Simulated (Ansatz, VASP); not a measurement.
One calculation of ZnS, two programs

INCAR

```
  PREC = Accurate
  ENCUT = 520
  EDIFF = 1E-7
  ISMEAR = -1
  SIGMA = 0.05
  LREAL = False
  LASPH = True
  NELM = 60
  ALGO = Normal
  ISIF = 2
  LWAVE = False
  LCHARG = False
  GGA = PS
  NBANDS = 26
```

The input KPOINTS:

```
Automatic mesh
0
Gamma
  5 5 3
```

POSCAR

```
ZnS
1.0
    3.8110000000      0.0000000000      0.0000000000
   -1.9055000000      3.3004228138      0.0000000000
    0.0000000000      0.0000000000      6.2340000000
Zn S
2 2
Direct
    0.6666666667      0.3333333333      0.5000000000
    0.3333333333      0.6666666667      0.0000000000
    0.6666666667      0.3333333333      0.8850000000
    0.3333333333      0.6666666667      0.3850000000
```

The input input.yaml:

```yaml
crystal:
  lattice:
    - [3.811, 0.0, 0.0]
    - [-1.9055, 3.3004228138, 0.0]
    - [0.0, 0.0, 6.234]
  atoms:
    - { symbol: Zn, position: [0.6666666667, 0.3333333333, 0.5] }
    - { symbol: Zn, position: [0.3333333333, 0.6666666667, 0.0] }
    - { symbol: S, position: [0.6666666667, 0.3333333333, 0.885] }
    - { symbol: S, position: [0.3333333333, 0.6666666667, 0.385] }
hamiltonian:
  xc: pbesol
  pseudopotentials: { kind: paw }
kpoints:
  mp_grid: { grid: [5, 5, 3] }
  band_path:
    path:
      - [[0.0, 0.0, 0.0], [0.5, 0.0, 0.0], [0.3333333333, 0.3333333333, 0.0], [0.0, 0.0, 0.0], [0.0, 0.0, 0.5], [0.5, 0.0, 0.5], [0.3333333333, 0.3333333333, 0.5], [0.0, 0.0, 0.5]]
      - [[0.5, 0.0, 0.5], [0.5, 0.0, 0.0]]
      - [[0.3333333333, 0.3333333333, 0.0], [0.3333333333, 0.3333333333, 0.5]]
    npoints: 14
scf:
  occupations: { method: fermi_dirac, width: 0.05 }
  n_extra_bands: 10
output:
  forces: true
  stress: true
  eigenvalues: true
  fatbands: false
```

Alike in both runs: functional PBEsol; k mesh 5 × 5 × 3; occupations fermi-dirac, width 0.05 eV; no spin polarisation.

|  | VASP | Ansatz |
| --- | --- | --- |
| version | VASP 6.6.1 | Ansatz 0.2.0 |
| potentials or method | VASP PAW PBE potentials, release 64 (Zn, S) | Ansatz PAW |
| plane-wave cutoff (eV) | 520 | 420 |
| valence electrons in the cell | 36 | 36 |
| task | single point | band structure |

|  | VASP | Ansatz | Ansatz less VASP |
| --- | --- | --- | --- |
| gap on the k mesh at the Fermi level (eV) | 2.11 | 2.11 | -0.006 |
| least direct gap on the mesh (eV) | 2.11 | 2.11 | -0.006 |
| pressure (GPa) | -1.0 | -1.2 | -0.19 |
| traceless stress, the component that is largest in VASP (GPa) | -1.30 | -1.29 | +0.013 |
| rms of the force components (eV/Å) | 0.181 | 0.179 | -0.0013 |

VASP's potentials were made for PBE, not for PBEsol. Atom by atom the forces differ by 0.001 eV/Å (rms over components). The functional is the same, so the differences come from potentials, cutoffs and numerics.
